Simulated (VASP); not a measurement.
Crystal: Pd.

```
CELL_PARAMETERS angstrom
0.00000 2.03933 2.03933
2.03933 0.00000 2.03933
2.03933 2.03933 0.00000
ATOMIC_POSITIONS crystal
Pd 0.00000 0.00000 0.00000
```

This cell differs from its parent crystal: volume scaled by 1.15.

```yaml
Program: VASP 6.6.1
Task: relaxation of cell and atoms
Functional: SVWN5
Potentials_or_basis: VASP PAW PBE potentials, release 64 (Pd)
Cutoff: 600 eV
k_mesh: 12 × 12 × 12
Occupations: fermi-dirac, width 0.05 eV
Spin: no spin polarisation
```

At the start: pressure -25.5 GPa; volume 16.96 Å³/atom.

How do energy, volume and symmetry change on relaxing?

Over 5 steps the energy falls by 278.6 meV/atom and the volume is 14.10 Å³/atom (-16.9 %); space group Fm-3m (No. 225, to 0.05 Å).

Step by step:
```
step  energy change (eV)  largest force (eV/Å)  pressure (GPa)  volume (Å³)
   1              0.0000                0.0000          -25.53        16.96
   2              0.4460                0.0000          100.48        11.15
   3             -0.2774                0.0000           -2.48        14.26
   4             -0.2785                0.0000           -0.92        14.16
   5             -0.2786                0.0000            0.05        14.10
```

Final structure:
```yaml
crystal:
  lattice:
    - [0.00000, 1.91731, 1.91731]
    - [1.91731, 0.00000, 1.91731]
    - [1.91731, 1.91731, 0.00000]
  atoms:
    - { symbol: Pd, position: [0.00000, 0.00000, 0.00000] }
```

Caveat: the cell differs from its parent crystal (volume scaled by 1.15); the volume moved by over 15 % at a fixed basis, so the end points are rough; the PAW data sets were made with another functional, which shifts forces and pressure a little.
